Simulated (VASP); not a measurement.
Write the native input for VASP 6.6.1 that does the following.

- Task: single point
- Functional: PBE
- Potentials or basis: VASP PAW PBE potentials, release 64 (Tl_d, O)
- Cutoff: 520 eV
- k mesh: 17 × 17 × 17
- Occupations: fermi-dirac, width 0.0612256 eV
- Spin: no spin polarisation
- Dipole correction: no
- Further INCAR settings: ALGO = Normal; EDIFF = 1e-07; NBANDS = 20

The structure of TlO2 (fluorite type) lies in POSCAR:

```
TlO2
1.0
    0.0000000000      2.7667501573      2.7667501573
    2.7667501573      0.0000000000      2.7667501573
    2.7667501573      2.7667501573      0.0000000000
Tl O
1 2
Direct
    0.0000000000      0.0000000000      0.0000000000
    0.2500000000      0.2500000000      0.2500000000
    0.7500000000      0.7500000000      0.7500000000
```

One way to write it, as run:

INCAR

```
SYSTEM = TlO2
PREC = Accurate
ENCUT = 520
EDIFF = 1E-7
ISMEAR = -1
SIGMA = 0.06122561905347299
LREAL = .False.
LASPH = .True.
NELM = 60
ALGO = Normal
ISIF = 2
LWAVE = .False.
LCHARG = .False.
GGA = PE
NBANDS = 20
```

KPOINTS

```
regular mesh
0
Gamma
  17 17 17
  0 0 0
```

Potentials or basis: VASP PAW PBE potentials, release 64 (Tl_d, O).

Command:

```sh
$ cat potpaw_PBE.64/Tl_d/POTCAR potpaw_PBE.64/O/POTCAR > POTCAR
$ mpirun -np 1 vasp_std > vasp.out
```

It gave:

The pressure is -4.3 GPa. The band gap on the k mesh is zero (an odd number of electrons rules out a gap without spin polarisation).

Caveat: the cell stands under tension; spin-orbit coupling is left out, which moves the levels of the heavy elements; an odd number of electrons without spin polarisation forces a metal; a magnetic or distorted state may lie lower.

Wall time 96 s on 1 thread of Oxide Virtual Turin-like Processor (shared host), peak memory 0.23 GiB.
